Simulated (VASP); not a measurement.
# Sn (Fd-3m) in VASP: further runs

The runs below take Sn through single point, with PBE, BLYP.

Program: VASP 6.6.1. These are calculated values, not measurements. Logs are shortened: lines on timing, memory, paths and dates and some standing lists are left out, and cuts for length are marked.

### 1 The cell of the first run

The structure is cubic, space group Fd-3m (No. 227). Conventional cell: a = 6.467 Å, b = 6.467 Å, c = 6.467 Å, α = 90.00°, β = 90.00°, γ = 90.00°. Sn (site symmetry -43m) has 4 Sn at 2.80 Å within 3.7 Å.

### 2 Single point, PBE

INCAR

```
SYSTEM = Sn
  PREC = Accurate
  ENCUT = 520
  EDIFF = 1E-7
  ISMEAR = 0
  SIGMA = 0.026000000000000002
  LREAL = .FALSE.
  LASPH = .TRUE.
  NELM = 80
  ALGO = Normal
  ISIF = 2
  LWAVE = .FALSE.
  LCHARG = .TRUE.
  GGA = PE
  LELF = .TRUE.
  LVHAR = .TRUE.
  NBANDS = 21
```

KPOINTS

```
regular mesh
0
G
  7 7 7
  0 0 0
```

POSCAR

```
Sn
1.0
    0.0000000000      3.2333428000      3.2333428000
    3.2333428000      0.0000000000      3.2333428000
    3.2333428000      3.2333428000      0.0000000000
Sn
2
Direct
    0.7500000000      0.7500000000      0.7500000000
    0.5000000000      0.5000000000      0.5000000000
```

Potentials or basis: VASP PAW PBE potentials, release 64 (Sn_d).

Launch:

```bash
cat potpaw_PBE.64/Sn_d/POTCAR > POTCAR
mpirun -np 1 vasp_std > vasp.out
```

OUTCAR:

```text
SYSTEM = Sn
   PREC = Accurate
   ENCUT = 520
   EDIFF = 1E-7
   ISMEAR = 0
   LREAL = .FALSE.
   LASPH = .TRUE.
   NELM = 80
   ISIF = 2
   GGA = PE

 ion  position               nearest neighbor table
   1  0.750  0.750  0.750-   2 2.80   2 2.80   2 2.80   2 2.80
   2  0.500  0.500  0.500-   1 2.80   1 2.80   1 2.80   1 2.80

  LATTYP: Found a face centered cubic cell.
 ALAT       =     6.4666856000

  Lattice vectors:

 A1 = (   0.0000000000,   3.2333428000,   3.2333428000)
 A2 = (   3.2333428000,   0.0000000000,   3.2333428000)
 A3 = (   3.2333428000,   3.2333428000,   0.0000000000)

Analysis of symmetry for initial positions (statically):
=====================================================================
 Subroutine PRICEL returns:
 Original cell was already a primitive cell.

 Routine SETGRP: Setting up the symmetry group for a
 face centered cubic supercell.

 Subroutine GETGRP returns: Found 48 space group operations
 (whereof 24 operations were pure point group operations)
 out of a pool of 48 trial point group operations.

The static configuration has the point symmetry T_d .
 The point group associated with its full space group is O_h .

Analysis of symmetry for dynamics (positions and initial velocities):
=====================================================================
 Subroutine PRICEL returns:
 Original cell was already a primitive cell.

 Routine SETGRP: Setting up the symmetry group for a
 face centered cubic supercell.

 Subroutine GETGRP returns: Found 48 space group operations
 (whereof 24 operations were pure point group operations)
 out of a pool of 48 trial point group operations.

The dynamic configuration has the point symmetry T_d .
 The point group associated with its full space group is O_h .

 Subroutine INISYM returns: Found 48 space group operations
 (whereof 24 operations are pure point group operations),
 and found     1 'primitive' translations

----------------------------------------------------------------------------------------

                                     Primitive cell

  volume of cell :      67.6060

  direct lattice vectors                    reciprocal lattice vectors
     0.000000000  3.233342800  3.233342800    -0.154638723  0.154638723  0.154638723
     3.233342800  0.000000000  3.233342800     0.154638723 -0.154638723  0.154638723
     3.233342800  3.233342800  0.000000000     0.154638723  0.154638723 -0.154638723

  length of vectors
[... 75 lines left out ...]
   ENCUT  =  520.0 eV  38.22 Ry    6.18 a.u.   8.50  8.50  8.50*2*pi/ulx,y,z
   NELM   =     80;   NELMIN=  2; NELMDL= -5     # of ELM steps
   EDIFF  = 0.1E-06   stopping-criterion for ELM
   LREAL  =      F    real-space projection
   EDIFFG = 0.1E-05   stopping-criterion for IOM
   NSW    =      0    number of steps for IOM
   IBRION =     -1    ionic relax: 0-MD 1-quasi-New 2-CG
   NFREE  =      0    steps in history (QN), initial steepest desc. (CG)
   ISIF   =      2    stress and relaxation
   ISYM   =      2    0-nonsym 1-usesym 2-fastsym
   POTIM  = 0.5000    time-step for ionic-motion
   TEBEG  =    0.0;   TEEND  =   0.0 temperature during run
   PSTRESS=    0.0 pullay stress
   NELECT =      28.0000    total number of electrons
   NUPDOWN=      -1.0000    fix difference up-down
   EMIN   =  10.00;   EMAX   =-10.00  energy-range for DOS
   EFERMI =   0.00;   METHOD = LEGACY
   ISMEAR =     0;   SIGMA  =   0.03  broadening in eV -4-tet -1-fermi 0-gaus
   EFERMI_NEDOS =   21; number of points for ismear=-14 and -15
   IALGO  =     38    algorithm
   IMIX   =      4    mixing-type and parameters
     AMIX     =   0.40;   BMIX     =  1.00
     AMIX_MAG =   1.60;   BMIX_MAG =  1.00
  volume/ion in A,a.u.               =      33.80       228.11
  Fermi-wavevector in a.u.,A,eV,Ry     =   1.220298  2.306028 20.260793  1.489126
  Thomas-Fermi vector in A             =   2.355520
   LORBIT       =      0    0 simple, 1 ext, 2 COOP (PROOUT), +10 PAW based schemes
   GGA     = PE    functional components
   LHFCALC =     F    Hartree Fock is set to
   AEXX    =    0.0000 exact exchange contribution
   IVDW    =     0    specifies the selected vdW correction
   LEPSILON=     F    determine dielectric tensor
   LRPA    =     F    only Hartree local field effects (RPA)
 non-spin polarized calculation
 Gauss-broadening in eV      SIGMA  =   0.03
  energy-cutoff  :      520.00
  volume of cell :       67.61
 maximum number of plane-waves:      1841
 NGX is ok and might be reduce to    36
   NGX = 17   NGY = 17   NGZ = 17

 number of electron      28.0000008 magnetization

 Free energy of the ion-electron system (eV)
  ---------------------------------------------------
  ext. energy  EPLUGINS =         0.00000000
  ---------------------------------------------------
  free energy    TOTEN  =        -7.60986410 eV

  energy without entropy =       -7.60958975  energy(sigma->0) =       -7.60972693

 E-fermi :   5.7919     XC(G=0):  -8.9195

 val. band max:        5.4865399456   @ k =   0.1429   0.0000   0.0000
 cond. band min:       5.8043159006   @ k =   0.4286   0.0000   0.0000
 fundamental gap:      0.3177759550
 Fermi energy:         5.7918652840

 k-point     1 :       0.0000    0.0000    0.0000
  band No.  band energies     occupation
      1     -15.9467      2.00000
      2     -15.9467      2.00000
      3     -15.9467      2.00000
      4     -15.8857      2.00000
      5     -15.8857      2.00000
      6     -15.5679      2.00000
[... 469 lines left out ...]
     20      14.5171      0.00000
     21      16.3114      0.00000

------------------------ aborting loop because EDIFF is reached ----------------------------------------

  FORCE on cell =-STRESS in cart. coord.  units (eV):
  Direction    XX          YY          ZZ          XY          YZ          ZX
  --------------------------------------------------------------------------------------
  -------------------------------------------------------------------------------------
  Total        1.5911747      1.5911747      1.5911747     -0.0000000      0.0000000     -0.0000000
  in kB       37.7088425     37.7088425     37.7088425     -0.0000000      0.0000000     -0.0000000
  external PRESSURE =      37.7088425 kB  Pullay stress =       0.0000000 kB

 VOLUME and BASIS-vectors are now :
 -----------------------------------------------------------------------------
  energy-cutoff  :      520.00
  volume of cell :       67.61
      direct lattice vectors                 reciprocal lattice vectors
     0.000000000  3.233342800  3.233342800    -0.154638723  0.154638723  0.154638723
     3.233342800  0.000000000  3.233342800     0.154638723 -0.154638723  0.154638723
     3.233342800  3.233342800  0.000000000     0.154638723  0.154638723 -0.154638723

 POSITION                                       TOTAL-FORCE (eV/Angst)
 -----------------------------------------------------------------------------------
      4.85001      4.85001      4.85001        -0.000000     -0.000000     -0.000000
      3.23334      3.23334      3.23334         0.000000      0.000000      0.000000
 -----------------------------------------------------------------------------------
    total drift:                                0.000000      0.000000      0.000000

  FREE ENERGIE OF THE ION-ELECTRON SYSTEM (eV)
  ---------------------------------------------------
  free  energy   TOTEN  =        -7.6098641033 eV

  energy  without entropy=       -7.6095897534  energy(sigma->0) =       -7.60972693
```

Wall time 23 s (1 thread of Intel Xeon Platinum 8259CL at 2.50GHz (Skylake/Cascade Lake), shared host); peak memory 0.2 GiB.

Results:

```
Free energy            : -7.6099 eV
Pressure               : 3.8 GPa
Band gap on the k mesh : zero (band 14 reaches 5.84 eV, above the bottom of band 15 at 5.80 eV)
```

Caveat: spin-orbit coupling is left out, which moves the levels of the heavy elements.

### 3 Single point, BLYP

INCAR

```
PREC = Accurate
ENCUT = 520
EDIFF = 1E-6
ISMEAR = -1
SIGMA = 0.05
LREAL = False
LASPH = True
NELM = 100
ALGO = Fast
ISIF = 2
LWAVE = False
LCHARG = False
GGA = B5
ALDAX = 1.0
AGGAX = 1.0
AGGAC = 1.0
ALDAC = 0.0
NBANDS = 21
```

KPOINTS

```
Automatic mesh
0
Gamma
  7 7 7
```

POSCAR is that of step 2.

Potentials or basis: VASP PAW PBE potentials, release 64 (Sn_d).

Launch:

```bash
cat potpaw_PBE.64/Sn_d/POTCAR > POTCAR
mpirun -np 1 vasp_std > vasp.out
```

Run time: 37 s. Hardware: 1 thread of Intel Xeon Platinum 8259CL at 2.50GHz (Skylake/Cascade Lake), shared host; peak memory 0.2 GiB.

The run converged. Its results:

```yaml
Free_energy: -6.2462 eV
Pressure: 6.5 GPa
Band_gap_on_the_k_mesh: zero (band 14 reaches 6.28 eV, above the bottom of band 15 at 6.23 eV)
```

Levels at points of the mesh, in eV from the Fermi level:
| k point | band 10 | band 11 | band 12 | band 13 | band 14 | band 15 | band 16 | band 17 | band 18 | band 19 |
| --- | --- | --- | --- | --- | --- | --- | --- | --- | --- | --- |
| (0.00, 0.00, 0.00) | -21.25 | -10.67 | -0.71 | 0.12 | 0.12 | 0.12 | 2.19 | 2.19 | 2.19 | 5.32 |

Caveat: the PAW data sets were made with another functional, which shifts forces and pressure a little; spin-orbit coupling is left out, which moves the levels of the heavy elements.
